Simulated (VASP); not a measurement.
# MnPbO3 (Pm-3m) in VASP: notebook

The runs below take MnPbO3 through single point, with LDA+U.

Everything below comes from runs of VASP 6.6.1. Logs are shortened: lines on timing, memory, paths and dates and some standing lists are left out, and cuts for length are marked.

## (1) The cell of the first run

Symmetry: Pm-3m, No. 221, cubic system. The conventional cell has a = 3.915 Å, b = 3.915 Å, c = 3.915 Å, α = 90.00°, β = 90.00°, γ = 90.00°. Within 2.6 Å of Mn (site symmetry m-3m) lie 6 O at 1.96 Å. Pb (site symmetry m-3m) has 12 O at 2.77 Å and 8 Mn at 3.39 Å within 3.6 Å. O (site symmetry 4/mmm) has 2 Mn at 1.96 Å within 2.6 Å.

## (2) Single point, LDA+U, collinear spin, ferromagnetic start

The input, INCAR:

```
PREC = Accurate
ENCUT = 520
EDIFF = 1E-6
ISMEAR = -1
SIGMA = 0.1
LREAL = False
LASPH = True
NELM = 150
ALGO = Normal
ISIF = 2
LWAVE = False
LCHARG = False
ISPIN = 2
MAGMOM = 5.2 0 0 0 0
LORBIT = 11
LMAXMIX = 4
LDAU = True
LDAUTYPE = 2
LDAUL = 2 -1 -1
LDAUU = 1.5 0 0
LDAUJ = 0 0 0
LDAUPRINT = 1
NBANDS = 34
```

The input, KPOINTS:

```
Automatic mesh
0
Gamma
  6 6 6
```

The input, POSCAR:

```
MnPbO3
1.0
    3.9146330000      0.0000000000      0.0000000000
    0.0000000000      3.9146330000      0.0000000000
    0.0000000000      0.0000000000      3.9146330000
Mn Pb O
1 1 3
Direct
    0.5000000000      0.5000000000      0.5000000000
    0.0000000000      0.0000000000      0.0000000000
    0.0000000000      0.5000000000      0.5000000000
    0.5000000000      0.0000000000      0.5000000000
    0.5000000000      0.5000000000      0.0000000000
```

Potentials or basis: VASP PAW LDA potentials, release 64 (Mn_pv, Pb_d, O).

The run is started by

```console
cat potpaw_LDA.64/Mn_pv/POTCAR potpaw_LDA.64/Pb_d/POTCAR potpaw_LDA.64/O/POTCAR > POTCAR
mpirun -np 1 vasp_std > vasp.out
```

OUTCAR:

```text
PREC = Accurate
   ENCUT = 520
   EDIFF = 1E-6
   ISMEAR = -1
   LREAL = False
   LASPH = True
   NELM = 150
   ISIF = 2
   ISPIN = 2
   LORBIT = 11

 ion  position               nearest neighbor table
   1  0.500  0.500  0.500-   3 1.96   4 1.96   5 1.96   5 1.96   4 1.96   3 1.96   2 3.39   2 3.39
                             2 3.39   2 3.39   2 3.39   2 3.39   2 3.39   2 3.39
   2  0.000  0.000  0.000-   3 2.77   4 2.77   5 2.77   3 2.77   4 2.77   3 2.77   5 2.77   3 2.77
                             4 2.77   5 2.77   4 2.77   5 2.77   1 3.39   1 3.39   1 3.39   1 3.39
   3  0.000  0.500  0.500-   1 1.96   1 1.96   2 2.77   2 2.77   2 2.77   2 2.77
   4  0.500  0.000  0.500-   1 1.96   1 1.96   2 2.77   2 2.77   2 2.77   2 2.77
   5  0.500  0.500  0.000-   1 1.96   1 1.96   2 2.77   2 2.77   2 2.77   2 2.77

  LATTYP: Found a simple cubic cell.
 ALAT       =     3.9146330000

  Lattice vectors:

 A1 = (   3.9146330000,   0.0000000000,   0.0000000000)
 A2 = (   0.0000000000,   3.9146330000,   0.0000000000)
 A3 = (   0.0000000000,   0.0000000000,   3.9146330000)

Analysis of symmetry for initial positions (statically):
=====================================================================
 Subroutine PRICEL returns:
 Original cell was already a primitive cell.

 Routine SETGRP: Setting up the symmetry group for a
 simple cubic supercell.

 Subroutine GETGRP returns: Found 48 space group operations
 (whereof 48 operations were pure point group operations)
 out of a pool of 48 trial point group operations.

The static configuration has the point symmetry O_h .

Analysis of symmetry for dynamics (positions and initial velocities):
=====================================================================
 Subroutine PRICEL returns:
 Original cell was already a primitive cell.

 Routine SETGRP: Setting up the symmetry group for a
 simple cubic supercell.

 Subroutine GETGRP returns: Found 48 space group operations
 (whereof 48 operations were pure point group operations)
 out of a pool of 48 trial point group operations.

The dynamic configuration has the point symmetry O_h .

Analysis of structural, dynamic, and magnetic symmetry:
=====================================================================
 Subroutine PRICEL returns:
 Original cell was already a primitive cell.

 Routine SETGRP: Setting up the symmetry group for a
 simple cubic supercell.

 Subroutine GETGRP returns: Found 48 space group operations
 (whereof 48 operations were pure point group operations)
 out of a pool of 48 trial point group operations.

The overall configuration has the point symmetry O_h .

 Subroutine INISYM returns: Found 48 space group operations
 (whereof 48 operations are pure point group operations),
 and found     1 'primitive' translations

----------------------------------------------------------------------------------------

                                     Primitive cell

  volume of cell :      59.9892

  direct lattice vectors                    reciprocal lattice vectors
     3.914633000  0.000000000  0.000000000     0.255451788  0.000000000  0.000000000
     0.000000000  3.914633000  0.000000000     0.000000000  0.255451788  0.000000000
     0.000000000  0.000000000  3.914633000     0.000000000  0.000000000  0.255451788

  length of vectors
     3.914633000  3.914633000  3.914633000     0.255451788  0.255451788  0.255451788

  position of ions in fractional coordinates (direct lattice)
     0.500000000  0.500000000  0.500000000
     0.000000000  0.000000000  0.000000000
     0.000000000  0.500000000  0.500000000
     0.500000000  0.000000000  0.500000000
     0.500000000  0.500000000  0.000000000

  ion indices of the primitive-cell ions
   primitive index   ion index
[... 92 lines left out ...]
     AMIX_MAG =   1.60;   BMIX_MAG =  1.00
  volume/ion in A,a.u.               =      12.00        80.97
  Fermi-wavevector in a.u.,A,eV,Ry     =   1.487492  2.810952 30.104689  2.212632
  Thomas-Fermi vector in A             =   2.600646
   LORBIT       =     11    0 simple, 1 ext, 2 COOP (PROOUT), +10 PAW based schemes
 LDA+U is selected, type is set to LDAUTYPE =  2
   angular momentum for each species LDAUL =     2   -1   -1
   U (eV)           for each species LDAUU =   1.5  0.0  0.0
   J (eV)           for each species LDAUJ =   0.0  0.0  0.0
   GGA     = CA    functional components
   LHFCALC =     F    Hartree Fock is set to
   AEXX    =    0.0000 exact exchange contribution
   IVDW    =     0    specifies the selected vdW correction
   LEPSILON=     F    determine dielectric tensor
   LRPA    =     F    only Hartree local field effects (RPA)
 spin polarized calculation
  energy-cutoff  :      520.00
  volume of cell :       59.99
 maximum number of plane-waves:      1640
 NGX is ok and might be reduce to    30
   NGX = 15   NGY = 15   NGZ = 15

atom =   1  type =  1  l = 2

 onsite density matrix

spin component  1

  0.9332  0.0000  0.0000 -0.0000 -0.0000
  0.0000  0.9332 -0.0000  0.0000  0.0000
  0.0000 -0.0000  0.5673 -0.0000 -0.0000
 -0.0000  0.0000 -0.0000  0.9332 -0.0000
 -0.0000  0.0000 -0.0000 -0.0000  0.5673

spin component  2

  0.1344 -0.0000 -0.0000  0.0000  0.0000
 -0.0000  0.1344  0.0000 -0.0000 -0.0000
 -0.0000  0.0000  0.2753  0.0000  0.0000
  0.0000 -0.0000  0.0000  0.1344  0.0000
  0.0000 -0.0000  0.0000  0.0000  0.2753

 occupancies and eigenvectors

  o =  0.1344  v =  0.0000  0.0000  0.0000  0.0000  0.0000  0.0000  0.0234  0.0000 -0.9997  0.0000      0.0000  0.0000  0.0000  0.0000  0.0000  0.0000  0.0000  0.0000  0.0000  0.0000
  o =  0.1344  v =  0.0000  0.0000  0.0000  0.0000  0.0000  1.0000  0.0000  0.0000  0.0000  0.0000      0.0000  0.0000  0.0000  0.0000  0.0000  0.0000  0.0000  0.0000  0.0000  0.0000
  o =  0.1344  v =  0.0000  0.0000  0.0000  0.0000  0.0000  0.0000 -0.9997  0.0000 -0.0234 -0.0000      0.0000  0.0000  0.0000  0.0000  0.0000  0.0000  0.0000  0.0000  0.0000  0.0000
  o =  0.2753  v =  0.0000  0.0000  0.0000  0.0000  0.0000  0.0000 -0.0000 -0.9954 -0.0000  0.0956      0.0000  0.0000  0.0000  0.0000  0.0000  0.0000  0.0000  0.0000  0.0000  0.0000
  o =  0.2753  v =  0.0000  0.0000  0.0000  0.0000  0.0000  0.0000 -0.0000 -0.0956 -0.0000 -0.9954      0.0000  0.0000  0.0000  0.0000  0.0000  0.0000  0.0000  0.0000  0.0000  0.0000
  o =  0.5673  v =  0.0000  0.0000  0.9924  0.0000  0.1230  0.0000  0.0000  0.0000  0.0000  0.0000      0.0000  0.0000  0.0000  0.0000  0.0000  0.0000  0.0000  0.0000  0.0000  0.0000
  o =  0.5673  v =  0.0000  0.0000 -0.1230  0.0000  0.9924  0.0000  0.0000  0.0000  0.0000  0.0000      0.0000  0.0000  0.0000  0.0000  0.0000  0.0000  0.0000  0.0000  0.0000  0.0000
  o =  0.9332  v =  1.0000  0.0000  0.0000  0.0000  0.0000  0.0000  0.0000  0.0000  0.0000  0.0000      0.0000  0.0000  0.0000  0.0000  0.0000  0.0000  0.0000  0.0000  0.0000  0.0000
  o =  0.9332  v =  0.0000  1.0000 -0.0000  0.0089  0.0000  0.0000  0.0000  0.0000  0.0000  0.0000      0.0000  0.0000  0.0000  0.0000  0.0000  0.0000  0.0000  0.0000  0.0000  0.0000
  o =  0.9332  v =  0.0000 -0.0089 -0.0000  1.0000 -0.0000  0.0000  0.0000  0.0000  0.0000  0.0000      0.0000  0.0000  0.0000  0.0000  0.0000  0.0000  0.0000  0.0000  0.0000  0.0000

 number of electron      44.9999971 magnetization       3.0209707

 Free energy of the ion-electron system (eV)
  ---------------------------------------------------
  ext. energy  EPLUGINS =         0.00000000
  ---------------------------------------------------
  free energy    TOTEN  =       -37.10453534 eV

  energy without entropy =      -37.04851790  energy(sigma->0) =      -37.07652662

 E-fermi :   5.7728     XC(G=0): -12.1813

 val. band max:        5.7589734994   @ k =   0.5000   0.0000   0.0000
 cond. band min:       5.8047394911   @ k =   0.5000   0.3333   0.0000
 fundamental gap:      0.0457659917
 Fermi energy:         5.7728346147

 spin component 1

 k-point     1 :       0.0000    0.0000    0.0000
  band No.  band energies     occupation
      1     -44.0454      1.00000
      2     -44.0454      1.00000
      3     -44.0454      1.00000
      4     -12.4446      1.00000
      5     -10.9500      1.00000
      6     -10.9500      1.00000
[... 729 lines left out ...]
     33      20.2905      0.00000
     34      24.6099      0.00000
 Fermi energy:         5.7728346147

 spin component 2

 k-point     1 :       0.0000    0.0000    0.0000
  band No.  band energies     occupation
      1     -40.9731      1.00000
      2     -40.9731      1.00000
      3     -40.9731      1.00000
      4     -12.4049      1.00000
      5     -10.8986      1.00000
      6     -10.8986      1.00000
[... 729 lines left out ...]
     33      20.5395      0.00000
     34      24.6791      0.00000

------------------------ aborting loop because EDIFF is reached ----------------------------------------

  FORCE on cell =-STRESS in cart. coord.  units (eV):
  Direction    XX          YY          ZZ          XY          YZ          ZX
  --------------------------------------------------------------------------------------
  -------------------------------------------------------------------------------------
  Total       -5.7976600     -5.7976600     -5.7976600      0.0000000     -0.0000000      0.0000000
  in kB     -154.8424962   -154.8424962   -154.8424962      0.0000000     -0.0000000      0.0000000
  external PRESSURE =    -154.8424962 kB  Pullay stress =       0.0000000 kB

 VOLUME and BASIS-vectors are now :
 -----------------------------------------------------------------------------
  energy-cutoff  :      520.00
  volume of cell :       59.99
      direct lattice vectors                 reciprocal lattice vectors
     3.914633000  0.000000000  0.000000000     0.255451788  0.000000000  0.000000000
     0.000000000  3.914633000  0.000000000     0.000000000  0.255451788  0.000000000
     0.000000000  0.000000000  3.914633000     0.000000000  0.000000000  0.255451788

 POSITION                                       TOTAL-FORCE (eV/Angst)
 -----------------------------------------------------------------------------------
      1.95732      1.95732      1.95732         0.000000      0.000000      0.000000
      0.00000      0.00000      0.00000         0.000000      0.000000      0.000000
      0.00000      1.95732      1.95732         0.000000      0.000000      0.000000
      1.95732      0.00000      1.95732         0.000000      0.000000      0.000000
      1.95732      1.95732      0.00000         0.000000      0.000000      0.000000
 -----------------------------------------------------------------------------------
    total drift:                                0.000000      0.000000     -0.000000

  FREE ENERGIE OF THE ION-ELECTRON SYSTEM (eV)
  ---------------------------------------------------
  free  energy   TOTEN  =       -37.1045353444 eV

  energy  without entropy=      -37.0485179049  energy(sigma->0) =      -37.07652662

 total charge

# of ion       s       p       d       tot
------------------------------------------
    1        0.307   6.370   4.858  11.534
    2        1.492   0.370   9.860  11.722
    3        1.561   3.367   0.000   4.928
    4        1.561   3.367   0.000   4.928
    5        1.561   3.367   0.000   4.928
--------------------------------------------------
tot          6.482  16.840  14.718  38.040

 magnetization (x)

# of ion       s       p       d       tot
------------------------------------------
    1        0.010   0.008   2.979   2.997
    2       -0.036   0.018   0.000  -0.017
    3        0.003  -0.027   0.000  -0.024
    4        0.003  -0.027   0.000  -0.024
    5        0.003  -0.027   0.000  -0.024
--------------------------------------------------
tot         -0.016  -0.054   2.979   2.909
```

Wall time 96 s (1 thread of Oxide Virtual Turin-like, shared host); peak memory 0.16 GiB.

What came out:

```
Free energy                                           : -37.1045 eV
Pressure                                              : -15.5 GPa
Band gap on the k mesh                                : zero (filled and empty bands overlap)
Net moment                                            : 3.02 μB per cell
Site moments                                          : Mn +3.00; Pb -0.02; O -0.02 μB
Valence electrons inside the program's atomic spheres : Mn 11.53; Pb 11.72; O 4.93
```

Levels at points of the mesh, in eV from the Fermi level:
Spin up:
```
           k point  band 21  band 22  band 23  band 24  band 25  band 26  band 27  band 28
(0.00, 0.00, 0.00)    -1.61    -1.34    -1.34    -1.34    -0.97    -0.97     7.59     7.59
(0.50, 0.00, 0.00)    -1.20    -0.97    -0.68    -0.68    -0.06     1.38     2.93     6.34
(0.50, 0.50, 0.00)    -0.43    -0.42    -0.42     0.10     0.33     3.47     4.99     5.08
(0.50, 0.50, 0.50)    -1.17    -0.48    -0.48    -0.48     3.48     3.48     6.70     6.70
```
Spin down:
```tsv
k point	band 18	band 19	band 20	band 21	band 22	band 23	band 24	band 25
(0.00, 0.00, 0.00)	-1.56	-1.37	-1.37	-1.37	0.92	0.92	0.92	1.80
(0.50, 0.00, 0.00)	-1.79	-1.19	-1.19	-0.01	0.92	1.80	2.26	2.26
(0.50, 0.50, 0.00)	-2.67	-2.67	-1.46	-0.38	2.29	2.29	2.54	2.79
(0.50, 0.50, 0.50)	-4.58	-0.43	-0.43	-0.43	2.41	2.41	2.41	5.25
```

Eigenvalues of the final occupation matrices:
```tsv
site	spin	trace	eigenvalues
site 1 d	1	3.93	0.57 0.57 0.93 0.93 0.93
site 1 d	2	0.95	0.13 0.13 0.13 0.28 0.28
```

Caveat: the cell stands under tension; spin-orbit coupling is left out, which moves the levels of the heavy elements; a cell with one magnetic atom can't hold antiferromagnetic order, which such compounds often take.

(Part 1 of 2 ends here.)

The gap in the log of VASP goes by the Fermi energy; the results here count the filled bands.